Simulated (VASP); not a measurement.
# Pd (Im-3m) in VASP: further runs

Pd is run at these levels: LDA; tasks: relaxation of cell and atoms.

Everything below comes from runs of VASP 6.6.1. Logs are shortened: lines on timing, memory, paths and dates and some standing lists are left out, and cuts for length are marked.

### Step 1. The cell of the first run

Symmetry: Im-3m, No. 229, cubic system. Conventional cell: a = 3.090 Å, b = 3.090 Å, c = 3.090 Å, α = 90.00°, β = 90.00°, γ = 90.00°. Pd (site symmetry m-3m) has 14 Pd at 2.68 to 3.09 Å within 3.5 Å.

### Step 2. Relaxation of cell and atoms, LDA, target pressure 10 GPa, at which the enthalpy is minimised

INCAR

```
SYSTEM = Pd
PREC = Accurate ; ENCUT = 500
EDIFF = 1E-7 ; ISMEAR = -1
SIGMA = 0.05 ; LREAL = .FALSE.
LASPH = .TRUE. ; NELM = 120
ALGO = Normal ; ISIF = 3
LWAVE = .FALSE. ; LCHARG = .FALSE.
IBRION = 2 ; NSW = 80
EDIFFG = -0.01 ; PSTRESS = 100.0
GGA_COMPAT = .FALSE. ; NELMIN = 4
```

KPOINTS

```
regular mesh
0
G
  10 10 10
  0 0 0
```

POSCAR

```
Pd
1.0
    1.5450000000      1.5450000000      1.5450000000
   -1.5450000000      1.5450000000      1.5450000000
   -1.5450000000     -1.5450000000      1.5450000000
Pd
1
Direct
    0.0000000000      0.0000000000      0.0000000000
```

Potentials or basis: VASP PAW LDA potentials, release 64 (Pd).

Launch:

```console
$ cat potpaw_LDA.64/Pd/POTCAR > POTCAR
$ mpirun -np 1 vasp_std > vasp.out
```

OUTCAR:

```text
SYSTEM = Pd
   PREC = Accurate
   ENCUT = 500
   EDIFF = 1E-7
   ISMEAR = -1
   LREAL = .FALSE.
   LASPH = .TRUE.
   NELM = 120
   ISIF = 3
   IBRION = 2
   NSW = 80
   EDIFFG = -0.01
   PSTRESS = 100.0
   NELMIN = 4

 ion  position               nearest neighbor table
   1  0.000  0.000  0.000-

  LATTYP: Found a body centered cubic cell.
 ALAT       =     3.0900000000

  Lattice vectors:

 A1 = (   1.5450000000,  -1.5450000000,  -1.5450000000)
 A2 = (   1.5450000000,   1.5450000000,   1.5450000000)
 A3 = (  -1.5450000000,  -1.5450000000,   1.5450000000)

Analysis of symmetry for initial positions (statically):
=====================================================================
 Subroutine PRICEL returns:
 Original cell was already a primitive cell.

 Routine SETGRP: Setting up the symmetry group for a
 body centered cubic supercell.

 Subroutine GETGRP returns: Found 48 space group operations
 (whereof 48 operations were pure point group operations)
 out of a pool of 48 trial point group operations.

The static configuration has the point symmetry O_h .

Analysis of symmetry for dynamics (positions and initial velocities):
=====================================================================
 Subroutine PRICEL returns:
 Original cell was already a primitive cell.

 Routine SETGRP: Setting up the symmetry group for a
 body centered cubic supercell.

 Subroutine GETGRP returns: Found 48 space group operations
 (whereof 48 operations were pure point group operations)
 out of a pool of 48 trial point group operations.

The dynamic configuration has the point symmetry O_h .

 Subroutine INISYM returns: Found 48 space group operations
 (whereof 48 operations are pure point group operations),
 and found     1 'primitive' translations

----------------------------------------------------------------------------------------

                                     Primitive cell

  volume of cell :      14.7518

  direct lattice vectors                    reciprocal lattice vectors
     1.545000000  1.545000000  1.545000000     0.323624595  0.000000000  0.323624595
    -1.545000000  1.545000000  1.545000000    -0.323624595  0.323624595  0.000000000
    -1.545000000 -1.545000000  1.545000000     0.000000000 -0.323624595  0.323624595

  length of vectors
     2.676018498  2.676018498  2.676018498     0.457674292  0.457674292  0.457674292

  position of ions in fractional coordinates (direct lattice)
     0.000000000  0.000000000  0.000000000

  ion indices of the primitive-cell ions
   primitive index   ion index
                 1           1

----------------------------------------------------------------------------------------

[... 57 lines left out ...]
   NGX,Y,Z   is equivalent  to a cutoff of  12.42, 12.42, 12.42 a.u.
   NGXF,Y,Z  is equivalent  to a cutoff of  24.85, 24.85, 24.85 a.u.
 SYSTEM =  Pd
   PREC   = accura    normal or accurate (medium, high low for compatibility)
   ISTART =      0    job   : 0-new  1-cont  2-samecut
   ICHARG =      2    charge: 1-file 2-atom 10-const
   ISPIN  =      1    spin polarized calculation?
   LNONCOLLINEAR =      F non collinear calculations
   LSORBIT =      F    spin-orbit coupling
   LASPH  =      T    aspherical Exc in radial PAW
   ENCUT  =  500.0 eV  36.75 Ry    6.06 a.u.   4.88  4.88  4.88*2*pi/ulx,y,z
   NELM   =    120;   NELMIN=  4; NELMDL= -5     # of ELM steps
   EDIFF  = 0.1E-06   stopping-criterion for ELM
   LREAL  =      F    real-space projection
   EDIFFG = -.1E-01   stopping-criterion for IOM
   NSW    =     80    number of steps for IOM
   IBRION =      2    ionic relax: 0-MD 1-quasi-New 2-CG
   NFREE  =      1    steps in history (QN), initial steepest desc. (CG)
   ISIF   =      3    stress and relaxation
   ISYM   =      2    0-nonsym 1-usesym 2-fastsym
   POTIM  = 0.5000    time-step for ionic-motion
   TEBEG  =    0.0;   TEEND  =   0.0 temperature during run
   PSTRESS=  100.0 pullay stress
   NELECT =      10.0000    total number of electrons
   NUPDOWN=      -1.0000    fix difference up-down
   EMIN   =  10.00;   EMAX   =-10.00  energy-range for DOS
   EFERMI =   0.00;   METHOD = LEGACY
   ISMEAR =    -1;   SIGMA  =   0.05  broadening in eV -4-tet -1-fermi 0-gaus
   EFERMI_NEDOS =   21; number of points for ismear=-14 and -15
   IALGO  =     38    algorithm
   IMIX   =      4    mixing-type and parameters
     AMIX     =   0.40;   BMIX     =  1.00
     AMIX_MAG =   1.60;   BMIX_MAG =  1.00
  volume/ion in A,a.u.               =      14.75        99.55
  Fermi-wavevector in a.u.,A,eV,Ry     =   1.438113  2.717640 28.139148  2.068169
  Thomas-Fermi vector in A             =   2.557116
   LORBIT       =      0    0 simple, 1 ext, 2 COOP (PROOUT), +10 PAW based schemes
   GGA     = CA    functional components
   LHFCALC =     F    Hartree Fock is set to
   AEXX    =    0.0000 exact exchange contribution
   IVDW    =     0    specifies the selected vdW correction
   LEPSILON=     F    determine dielectric tensor
   LRPA    =     F    only Hartree local field effects (RPA)
 conjugate gradient relaxation of ions
 non-spin polarized calculation
  energy-cutoff  :      500.00
  volume of cell :       14.75
 maximum number of plane-waves:       386
   NGX =  9   NGY =  9   NGZ =  9

--------------------------------------- Ionic step        1  -------------------------------------------

 number of electron      10.0000000 magnetization

 Free energy of the ion-electron system (eV)
  ---------------------------------------------------
  ext. energy  EPLUGINS =         0.00000000
  ---------------------------------------------------
  free energy    TOTEN  =        -6.43328550 eV

  energy without entropy =       -6.42287797  energy(sigma->0) =       -6.42808174

 E-fermi :   9.5713     XC(G=0): -13.5148

 val. band max:        9.5654182246   @ k =   0.4000   0.2000   0.2000
 cond. band min:       9.6479323509   @ k =   0.5000   0.4000   0.3000
 fundamental gap:      0.0825141263
 Fermi energy:         9.5712899419

 k-point     1 :       0.0000    0.0000    0.0000
  band No.  band energies     occupation
      1       2.3601      2.00000
      2       6.5747      2.00000
      3       6.5748      2.00000
      4       6.5748      2.00000
      5       8.6289      2.00000
      6       8.6289      2.00000
      7      28.9055      0.00000
      8      28.9055      0.00000
      9      28.9055      0.00000
[... 497 lines left out ...]
--------------------------------------- Ionic step        7  -------------------------------------------

 number of electron      10.0000001 magnetization

 Free energy of the ion-electron system (eV)
  ---------------------------------------------------
  ext. energy  EPLUGINS =         0.00000000
  ---------------------------------------------------
  free energy    TOTEN  =        -6.42750244 eV

  energy without entropy =       -6.41941794  energy(sigma->0) =       -6.42346019

 E-fermi :  10.9125     XC(G=0): -13.9787

 val. band max:       10.9089430581   @ k =   0.4000   0.2000   0.2000
 cond. band min:      11.0020676541   @ k =   0.5000   0.4000   0.3000
 fundamental gap:      0.0931245960
 Fermi energy:        10.9124949291

 k-point     1 :       0.0000    0.0000    0.0000
  band No.  band energies     occupation
      1       3.1036      2.00000
      2       7.5415      2.00000
      3       7.5415      2.00000
      4       7.5415      2.00000
      5       9.8359      2.00000
      6       9.8359      2.00000
      7      30.3658      0.00000
      8      30.3658      0.00000
      9      30.3658      0.00000
[... 308 lines left out ...]
  energy  without entropy=       -6.4194179422  energy(sigma->0) =       -6.42346019

  enthalpy is  TOTEN    =        -5.5733767573 eV   P V=        0.8541256855

 reached required accuracy - stopping structural energy minimisation
```

OSZICAR:

```text
N       E                     dE             d eps       ncg     rms          rms(c)
DAV:   1     0.356050295311E+02    0.35605E+02   -0.51962E+03   854   0.102E+03
DAV:   2    -0.639680819652E+01   -0.42002E+02   -0.40892E+02   934   0.189E+02
DAV:   3    -0.676074301290E+01   -0.36393E+00   -0.36340E+00   939   0.207E+01
DAV:   4    -0.676258268211E+01   -0.18397E-02   -0.18396E-02   954   0.140E+00
[... 50 lines left out ...]
       N       E                     dE             d eps       ncg     rms          rms(c)
DAV:   1    -0.642758068015E+01    0.62067E-03   -0.16458E-03   855   0.471E-01    0.622E-02
DAV:   2    -0.642750350004E+01    0.77180E-04   -0.34913E-04   857   0.178E-01    0.162E-02
DAV:   3    -0.642750243159E+01    0.10684E-05   -0.48329E-06   991   0.181E-02    0.918E-03
DAV:   4    -0.642750244283E+01   -0.11236E-07   -0.94296E-07   894   0.794E-03
   7 F= -.55733768E+01 E0= -.55693345E+01  d E =-.272941E-05
```

Run time: 22 s. Hardware: 1 thread of AMD EPYC 9R45 (Zen 5), shared host; peak memory 0.09 GiB.

Results:

| Property | Result |
| --- | --- |
| Free energy | -6.4275 eV |
| Relaxed volume | 13.68 Å³/atom |
| Relaxed cell | a = 2.610 Å, b = 2.610 Å, c = 2.610 Å, α = 70.53°, β = 109.47°, γ = 70.53° |
| Space group after relaxing (to 0.05 Å) | Im-3m (No. 229) |
| Energy change on relaxing (the enthalpy is what falls) | +5.8 meV/atom |
| Ionic steps | 7 |
| Pressure after relaxing | 10.0 GPa |
| Band gap on the k mesh | zero (band 5 reaches 11.62 eV, above the bottom of band 6 at 9.83 eV) |

The path:
| step | energy change (eV) | largest force (eV/Å) | pressure (GPa) | volume (Å³) |
| --- | --- | --- | --- | --- |
| 1 | 0.0000 | 0.0000 | -6.87 | 14.75 |
| 2 | 0.4781 | 0.0000 | 75.00 | 11.68 |
| 3 | 0.0025 | 0.0000 | 8.92 | 13.74 |
| 4 | 0.0049 | 0.0000 | 9.70 | 13.70 |
| 5 | 0.0062 | 0.0000 | 10.12 | 13.68 |
| 6 | 0.0051 | 0.0000 | 9.79 | 13.70 |
| 7 | 0.0058 | 0.0000 | 9.99 | 13.68 |

Final structure:
```
Pd
1.0
     1.50681    1.50681    1.50681
    -1.50681    1.50681    1.50681
    -1.50681   -1.50681    1.50681
Pd
1
Cartesian
  0.0000 0.0000 0.0000
```

Caveat: the cell is relaxed towards a set pressure, so the enthalpy falls and the energy may rise.

### Step 3. Relaxation of cell and atoms, LDA, target pressure 20 GPa, at which the enthalpy is minimised

INCAR

```
PREC = Accurate
ENCUT = 500
EDIFF = 1E-7
ISMEAR = -1
SIGMA = 0.05
LREAL = False
LASPH = True
NELM = 120
ALGO = Normal
ISIF = 3
LWAVE = False
LCHARG = False
GGA = CA
IBRION = 2
NSW = 80
EDIFFG = -0.01
PSTRESS = 200.0
GGA_COMPAT = False
NELMIN = 4
```

KPOINTS

```
regular mesh
0
Gamma
  10 10 10
```

POSCAR is that of step 2.

Potentials or basis: VASP PAW LDA potentials, release 64 (Pd).

Launch:

```console
$ cat potpaw_LDA.64/Pd/POTCAR > POTCAR
$ mpirun -np 1 vasp_std > vasp.out
```

It took 19 s on 1 thread of AMD EPYC 9R45 (Zen 5), shared host; peak memory 0.09 GiB.

The run converged. Its results:

```yaml
Free_energy: -6.3853 eV
Relaxed_volume: 13.23 Å³/atom
Relaxed_cell: a = 2.581 Å, b = 2.581 Å, c = 2.581 Å, α = 70.53°, β = 109.47°, γ = 70.53°
Space_group_after_relaxing_to_0.05_Å: Im-3m (No. 229)
Energy_change_on_relaxing_the_enthalpy_is_what_falls: +48.0 meV/atom
Ionic_steps: 5
Pressure_after_relaxing: 20.1 GPa
Band_gap_on_the_k_mesh: zero (band 5 reaches 12.31 eV, above the bottom of band 6 at 10.41 eV)
```

The path:
| step | energy change (eV) | largest force (eV/Å) | pressure (GPa) | volume (Å³) |
| --- | --- | --- | --- | --- |
| 1 | 0.0000 | 0.0000 | -6.87 | 14.75 |
| 2 | 1.7380 | 0.0000 | 191.02 | 10.08 |
| 3 | 0.0311 | 0.0000 | 16.59 | 13.38 |
| 4 | 0.0414 | 0.0000 | 18.72 | 13.28 |
| 5 | 0.0480 | 0.0000 | 20.07 | 13.23 |

Final structure:
```
Pd
1.0
     1.48993    1.48993    1.48993
    -1.48993    1.48993    1.48993
    -1.48993   -1.48993    1.48993
Pd
1
Direct
  0.00000 0.00000 0.00000
```

Levels at points of the mesh, in eV from the Fermi level:
```tsv
k point	band 2	band 3	band 4	band 5	band 6	band 7	band 8	band 9
(0.00, 0.00, 0.00)	-3.56	-3.56	-3.56	-1.15	-1.15	19.48	19.48	19.48
(0.50, 0.00, 0.00)	-5.00	-1.23	-0.83	0.75	1.14	8.90	15.29	18.84
(0.50, 0.50, 0.50)	-6.29	0.27	0.27	0.27	9.55	9.55	9.55	19.19
```

Caveat: the cell is relaxed towards a set pressure, so the enthalpy falls and the energy may rise.
